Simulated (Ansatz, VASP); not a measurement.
# Y2TaN3: VASP beside Ansatz

```xyz
6
Lattice="6.0160 0.0000 0.0000 -3.0080 5.2100 0.0000 0.0000 0.0000 3.1170" Properties=species:S:1:pos:R:3 pbc="T T T"
Y     0.0000    3.4733    0.0000
Y     3.0080    1.7367    0.0000
Ta    0.0000    0.0000    0.0000
N     3.0080    0.0000    1.5585
N     1.5040    2.6050    1.5585
N    -1.5040    2.6050    1.5585
```

Change from the starting cell: species swapped into the PrAl2Ni3 type (P6/mmm, No. 191).

Alike in both runs: functional PBE; k mesh 6 × 6 × 12; occupations gaussian, width 0.1 eV; collinear spin.

Ansatz relaxed the structure, and its values are those at the end. VASP's run is a single point on that final structure, the one shown.

```csv
,VASP,Ansatz
version,VASP 6.6.1,Ansatz 0.2.0
potentials or method,"VASP PAW PBE potentials, release 64 (Y_sv, Ta_pv, N), cutoff 600 eV","scalar-relativistic, plane waves, PAW"
valence electrons in the cell,48,50
```

```tsv
	VASP	Ansatz	Ansatz less VASP
gap on the k mesh at the Fermi level (eV)	none	none	-
pressure (GPa)	-1.3	0.0	+1.28
net moment per atom (μB)	0.00	0.18	+0.184
size of the moment on the site where the two differ most (μB)	0.00	1.50	+1.502
```

The net moments are unlike, so the other rows may belong to different states. Site moments also hang on the region over which each program counts them. A gap of «none» marks a metal or a gap that the smearing closes. VASP's potentials hold 48 valence electrons a cell and Ansatz's 50, so a difference there can come from the potentials and not from the codes.

Spin-orbit coupling is off throughout.
